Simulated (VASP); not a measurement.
Te2Mo, 6 atoms in the cell. Symmetry: P6_3/mmc, No. 194, hexagonal system. Conventional cell: a = 3.483 Å, b = 3.483 Å, c = 13.974 Å, α = 90.00°, β = 90.00°, γ = 120.00°. Te (site symmetry 3m) has 3 Mo at 2.70 Å and 7 Te at 3.48 to 3.61 Å within 3.7 Å. Within 3.6 Å of Mo (site symmetry -6m2) lie 6 Te at 2.70 Å and 6 Mo at 3.48 Å. 

* Program: VASP 6.6.1
* Task: single point
* Functional: PBE
* Potentials or basis: VASP PAW PBE potentials, release 64 (Te, Mo_sv)
* Cutoff: 520 eV
* k mesh: 7 × 7 × 2
* Occupations: fermi-dirac, width 0.05 eV
* Spin: no spin polarisation
* Dipole correction: no
* Further INCAR settings: ALGO = Normal; EDIFF = 1e-06; NBANDS = 35

Potentials or basis: VASP PAW PBE potentials, release 64 (Te, Mo_sv).

The run is started by

```sh
$ cat potpaw_PBE.64/Te/POTCAR potpaw_PBE.64/Mo_sv/POTCAR > POTCAR
$ mpirun -np 1 vasp_std > vasp.out
```

Hardware: 1 thread of Intel Xeon 8259CL, on a shared host.

Q: How long does it take, and how much memory?

A: Wall time 2.5 min on 1 thread of Intel Xeon 8259CL, with other jobs on the host, peak memory 0.31 GiB. Counts: scf iterations 14, k points 16.
